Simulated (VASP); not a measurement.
A run of VASP 6.6.1 is set up as follows.

File INCAR:

```
SYSTEM = F
  PREC = Accurate
  ENCUT = 520
  EDIFF = 1E-6
  ISMEAR = 0
  SIGMA = 0.05
  LREAL = .False.
  LASPH = .True.
  NELM = 100
  ALGO = Normal
  ISIF = 2
  LWAVE = .False.
  LCHARG = .False.
  GGA = PE
  IVDW = 12
  NBANDS = 22
```

KPOINTS

```
regular mesh
0
Gamma
  8 8 4
  0 0 0
```

Contents of POSCAR:

```
F
1.0
    2.6520461547     -1.7901729691      0.2798782125
    2.6520461547      1.7901729691      0.2798782125
   -0.8283549133      0.0000000000      6.7437916193
F
4
Direct
    0.9138648456      0.5855481450      0.0939279973
    0.4144518550      0.0861351544      0.4060720027
    0.0861351544      0.4144518550      0.9060720027
    0.5855481450      0.9138648456      0.5939279973
```

Potentials or basis: VASP PAW PBE potentials, release 64 (F).

Run with:

```bash
$ cat potpaw_PBE.64/F/POTCAR > POTCAR
$ mpirun -np 1 vasp_std > vasp.out
```

**Question.** Estimate the pressure.

**Answer.** 0.6 GPa.

**Question.** What does it give for the band gap on the k mesh?

**Answer.** 2.93 eV.

**Question.** Predict the largest force.

**Answer.** 0.393 eV/Å.

**Question.** Estimate the dispersion energy per atom.

**Answer.** -0.029 eV.

Forces in eV/Å, atoms in the order of the input:
```
F   -0.041  0.167  0.353
F    0.041  0.167 -0.353
F    0.041 -0.167 -0.353
F   -0.041 -0.167  0.353
```

A k mesh can miss the band edges.
